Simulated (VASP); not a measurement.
# SnSe (P6_3mc) in VASP: further runs, part 2 of 2

VASP 6.6.1.

## (3) Single point, PBE

This run uses another cell than the first one, of 34.42 Å³/atom, 1.046 times its volume.

Input file INCAR:

```
SYSTEM = SnSe
PREC = Accurate
ENCUT = 520
EDIFF = 1E-7
ISMEAR = -1
SIGMA = 0.02
LREAL = .False.
LASPH = .True.
NELM = 80
ALGO = Normal
ISIF = 2
LWAVE = .False.
LCHARG = .True.
GGA = PE
LELF = .True.
LVHAR = .True.
NBANDS = 28
```

Input file KPOINTS:

```
Automatic mesh
0
Gamma
  6 6 4
  0 0 0
```

Input file POSCAR:

```
SnSe
1.0
    5.0747781155      0.0000000000      0.0000000000
   -2.5373890578      4.3948867666      0.0000000000
    0.0000000000      0.0000000000      6.1736754650
Sn Se
2 2
Direct
    0.3333333333      0.6666666667     -0.0391356320
    0.6666666667      0.3333333333      0.4608643680
    0.3333333333      0.6666666667      0.4141356320
    0.6666666667      0.3333333333      0.9141356320
```

Potentials or basis: VASP PAW PBE potentials, release 64 (Sn_d, Se).

Launch:

```bash
$ cat potpaw_PBE.64/Sn_d/POTCAR potpaw_PBE.64/Se/POTCAR > POTCAR
$ mpirun -np 1 vasp_std > vasp.out
```

OUTCAR:

```text
SYSTEM = SnSe
   PREC = Accurate
   ENCUT = 520
   EDIFF = 1E-7
   ISMEAR = -1
   LREAL = .False.
   LASPH = .True.
   NELM = 80
   ISIF = 2
   GGA = PE

 ion  position               nearest neighbor table
   1  0.333  0.667  0.961-   3 2.80   4 2.94   4 2.94   4 2.94
   2  0.667  0.333  0.461-   4 2.80   3 2.94   3 2.94   3 2.94
   3  0.333  0.667  0.414-   1 2.80   2 2.94   2 2.94   2 2.94
   4  0.667  0.333  0.914-   2 2.80   1 2.94   1 2.94   1 2.94

  LATTYP: Found a hexagonal cell.
 ALAT       =     5.0747781155
 C/A-ratio  =     1.2165409648

  Lattice vectors:

 A1 = (   5.0747781155,   0.0000000000,   0.0000000000)
 A2 = (  -2.5373890578,   4.3948867666,   0.0000000000)
 A3 = (   0.0000000000,   0.0000000000,   6.1736754650)

Analysis of symmetry for initial positions (statically):
=====================================================================
 Subroutine PRICEL returns:
 Original cell was already a primitive cell.

 Routine SETGRP: Setting up the symmetry group for a
 hexagonal supercell.

 Subroutine GETGRP returns: Found 12 space group operations
 (whereof  6 operations were pure point group operations)
 out of a pool of 24 trial point group operations.

The static configuration has the point symmetry C_3v.
 The point group associated with its full space group is C_6v.

Analysis of symmetry for dynamics (positions and initial velocities):
=====================================================================
 Subroutine PRICEL returns:
 Original cell was already a primitive cell.

 Routine SETGRP: Setting up the symmetry group for a
 hexagonal supercell.

 Subroutine GETGRP returns: Found 12 space group operations
 (whereof  6 operations were pure point group operations)
 out of a pool of 24 trial point group operations.

The dynamic configuration has the point symmetry C_3v.
 The point group associated with its full space group is C_6v.

 Subroutine INISYM returns: Found 12 space group operations
 (whereof  6 operations are pure point group operations),
 and found     1 'primitive' translations

----------------------------------------------------------------------------------------

                                     Primitive cell

  volume of cell :     137.6919

  direct lattice vectors                    reciprocal lattice vectors
     5.074778116  0.000000000  0.000000000     0.197052950  0.113768574  0.000000000
    -2.537389058  4.394886767  0.000000000     0.000000000  0.227537148  0.000000000
     0.000000000  0.000000000  6.173675465     0.000000000  0.000000000  0.161978064

  length of vectors
     5.074778116  5.074778116  6.173675465     0.227537148  0.227537148  0.161978064

  position of ions in fractional coordinates (direct lattice)
     0.333333333  0.666666667  0.960864368
     0.666666667  0.333333333  0.460864368
     0.333333333  0.666666667  0.414135632
     0.666666667  0.333333333  0.914135632

  ion indices of the primitive-cell ions
   primitive index   ion index
                 1           1
                 2           2
                 3           3
                 4           4

----------------------------------------------------------------------------------------

 KPOINTS: Automatic mesh

Automatic generation of k-mesh.
 Grid dimensions read from file:
 generate k-points for:    6    6    4

 Generating k-lattice:

  Cartesian coordinates                     Fractional coordinates (reciprocal lattice)
     0.032842158  0.018961429  0.000000000     0.166666667  0.000000000  0.000000000
     0.000000000  0.037922858  0.000000000     0.000000000  0.166666667  0.000000000
     0.000000000  0.000000000  0.040494516     0.000000000  0.000000000  0.250000000

  Length of vectors
     0.037922858  0.037922858  0.040494516

  Shift w.r.t. Gamma in fractional coordinates (k-lattice)
     0.000000000  0.000000000  0.000000000

 Subroutine IBZKPT returns following result:
 ===========================================

 Found     21 irreducible k-points:

 Following reciprocal coordinates:
            Coordinates               Weight
  0.000000  0.000000  0.000000      1.000000
  0.166667 -0.000000  0.000000      6.000000
  0.333333 -0.000000  0.000000      6.000000
  0.500000  0.000000  0.000000      3.000000
  0.166667  0.166667  0.000000      6.000000
  0.333333  0.166667  0.000000     12.000000
[... 13 lines left out ...]
  0.333333  0.166667  0.500000     12.000000
  0.333333  0.333333  0.500000      2.000000
   k-points           NKPTS =     21   k-points in BZ     NKDIM =     21   number of bands    NBANDS=     28
   number of dos      NEDOS =    301   number of ions     NIONS =      4
   total plane-waves  NPLWV =  76800
   dimension x,y,z NGX =    40 NGY =   40 NGZ =   48
   dimension x,y,z NGXF=    80 NGYF=   80 NGZF=   96
   ions per type =               2   2
   NGX,Y,Z   is equivalent  to a cutoff of  13.10, 13.10, 12.93 a.u.
   NGXF,Y,Z  is equivalent  to a cutoff of  26.21, 26.21, 25.85 a.u.
 SYSTEM =  SnSe
   PREC   = accura    normal or accurate (medium, high low for compatibility)
   ISTART =      0    job   : 0-new  1-cont  2-samecut
   ICHARG =      2    charge: 1-file 2-atom 10-const
   ISPIN  =      1    spin polarized calculation?
   LNONCOLLINEAR =      F non collinear calculations
   LSORBIT =      F    spin-orbit coupling
   LASPH  =      T    aspherical Exc in radial PAW
   ENCUT  =  520.0 eV  38.22 Ry    6.18 a.u.   9.44  9.44 11.48*2*pi/ulx,y,z
   NELM   =     80;   NELMIN=  2; NELMDL= -5     # of ELM steps
   EDIFF  = 0.1E-06   stopping-criterion for ELM
   LREAL  =      F    real-space projection
   EDIFFG = 0.1E-05   stopping-criterion for IOM
   NSW    =      0    number of steps for IOM
   IBRION =     -1    ionic relax: 0-MD 1-quasi-New 2-CG
   NFREE  =      0    steps in history (QN), initial steepest desc. (CG)
   ISIF   =      2    stress and relaxation
   ISYM   =      2    0-nonsym 1-usesym 2-fastsym
   POTIM  = 0.5000    time-step for ionic-motion
   TEBEG  =    0.0;   TEEND  =   0.0 temperature during run
   PSTRESS=    0.0 pullay stress
   NELECT =      40.0000    total number of electrons
   NUPDOWN=      -1.0000    fix difference up-down
   EMIN   =  10.00;   EMAX   =-10.00  energy-range for DOS
   EFERMI =   0.00;   METHOD = LEGACY
   ISMEAR =    -1;   SIGMA  =   0.02  broadening in eV -4-tet -1-fermi 0-gaus
   EFERMI_NEDOS =   21; number of points for ismear=-14 and -15
   IALGO  =     38    algorithm
   IMIX   =      4    mixing-type and parameters
     AMIX     =   0.40;   BMIX     =  1.00
     AMIX_MAG =   1.60;   BMIX_MAG =  1.00
  volume/ion in A,a.u.               =      34.42       232.30
  Fermi-wavevector in a.u.,A,eV,Ry     =   1.084240  2.048916 15.994679  1.175576
  Thomas-Fermi vector in A             =   2.220325
   LORBIT       =      0    0 simple, 1 ext, 2 COOP (PROOUT), +10 PAW based schemes
   GGA     = PE    functional components
   LHFCALC =     F    Hartree Fock is set to
   AEXX    =    0.0000 exact exchange contribution
   IVDW    =     0    specifies the selected vdW correction
   LEPSILON=     F    determine dielectric tensor
   LRPA    =     F    only Hartree local field effects (RPA)
 non-spin polarized calculation
  energy-cutoff  :      520.00
  volume of cell :      137.69
 maximum number of plane-waves:      3740
 NGX is ok and might be reduce to    40
   NGX = 19   NGY = 19   NGZ = 23

 number of electron      40.0000006 magnetization

 Free energy of the ion-electron system (eV)
  ---------------------------------------------------
  ext. energy  EPLUGINS =         0.00000000
  ---------------------------------------------------
  free energy    TOTEN  =       -16.02211201 eV

  energy without entropy =      -16.02211201  energy(sigma->0) =      -16.02211201

 E-fermi :   4.1344     XC(G=0):  -8.2689

 val. band max:        3.7015158275   @ k =   0.3333   0.3333   0.5000
 cond. band min:       4.5813750492   @ k =   0.3333   0.3333   0.5000
 fundamental gap:      0.8798592217
 Fermi energy:         4.1344209641

 k-point     1 :       0.0000    0.0000    0.0000
  band No.  band energies     occupation
      1     -18.0085      2.00000
      2     -18.0063      2.00000
      3     -18.0063      2.00000
      4     -18.0061      2.00000
      5     -18.0061      2.00000
      6     -17.9895      2.00000
[... 20 lines left out ...]
     27       9.2135      0.00000
[... 598 lines left out ...]
      6     -17.9937      2.00000
[... 20 lines left out ...]
     27       9.3729      0.00000
     28       9.3729      0.00000

------------------------ aborting loop because EDIFF is reached ----------------------------------------

  FORCE on cell =-STRESS in cart. coord.  units (eV):
  Direction    XX          YY          ZZ          XY          YZ          ZX
  --------------------------------------------------------------------------------------
  -------------------------------------------------------------------------------------
  Total        0.6013420      0.6013420      1.0326658     -0.0000000      0.0000000      0.0000000
  in kB        6.9971885      6.9971885     12.0160534     -0.0000000      0.0000000      0.0000000
  external PRESSURE =       8.6701434 kB  Pullay stress =       0.0000000 kB

 VOLUME and BASIS-vectors are now :
 -----------------------------------------------------------------------------
  energy-cutoff  :      520.00
  volume of cell :      137.69
      direct lattice vectors                 reciprocal lattice vectors
     5.074778116  0.000000000  0.000000000     0.197052950  0.113768574  0.000000000
    -2.537389058  4.394886767  0.000000000     0.000000000  0.227537148  0.000000000
     0.000000000  0.000000000  6.173675465     0.000000000  0.000000000  0.161978064

 POSITION                                       TOTAL-FORCE (eV/Angst)
 -----------------------------------------------------------------------------------
     -0.00000      2.92992      5.93206        -0.000000      0.000000     -0.111688
      2.53739      1.46496      2.84523         0.000000      0.000000     -0.111688
     -0.00000      2.92992      2.55674         0.000000      0.000000      0.111688
      2.53739      1.46496      5.64358         0.000000     -0.000000      0.111688
 -----------------------------------------------------------------------------------
    total drift:                               -0.000000      0.000000      0.000533

  FREE ENERGIE OF THE ION-ELECTRON SYSTEM (eV)
  ---------------------------------------------------
  free  energy   TOTEN  =       -16.0221120127 eV

  energy  without entropy=      -16.0221120127  energy(sigma->0) =      -16.02211201
```

stdout:

```text
POSCAR found type information on POSCAR SnSe
 POSCAR found :  2 types and       4 ions
 scaLAPACK will be used
 LDA part: xc-table for (Slater+PW92), standard interpolation
 POSCAR, INCAR and KPOINTS ok, starting setup
 FFT: planning ... GRIDC
 FFT: planning ... GRID_SOFT
 FFT: planning ... GRID
 WAVECAR not read
 entering main loop
```

Wall time 1.7 min (1 thread of Intel Xeon Platinum 8259CL at 2.50GHz (Skylake/Cascade Lake), shared host); peak memory 0.28 GiB.

Results:

```yaml
Free_energy: -16.0221 eV
Pressure: 0.9 GPa
Largest_force: 0.112 eV/Å
Band_gap_on_the_k_mesh: 0.88 eV, direct
```

Forces on the atoms (eV/Å):
```
Sn   0.000  0.000 -0.112
Sn   0.000  0.000 -0.112
Se   0.000  0.000  0.112
Se   0.000  0.000  0.112
```

Stress tensor (GPa, compression positive):
```
0.70 0.00 0.00
0.00 0.70 0.00
0.00 0.00 1.20
```

Levels at points of the mesh, in eV from the valence-band top:
```tsv
k point	band 18	band 19	band 20	band 21	band 22	band 23
(0.00, 0.00, 0.00)	-2.32	-2.32	-2.30	1.07	1.07	2.64
(0.50, 0.00, 0.00)	-2.66	-2.11	-0.77	2.13	2.90	2.97
(0.00, 0.00, 0.50)	-2.99	-1.64	-1.64	1.54	1.54	1.54
(0.50, 0.00, 0.50)	-2.50	-0.84	-0.84	1.04	1.04	2.74
```

Caveat: spin-orbit coupling is left out, which moves the levels of the heavy elements. A k mesh can miss the band edges.
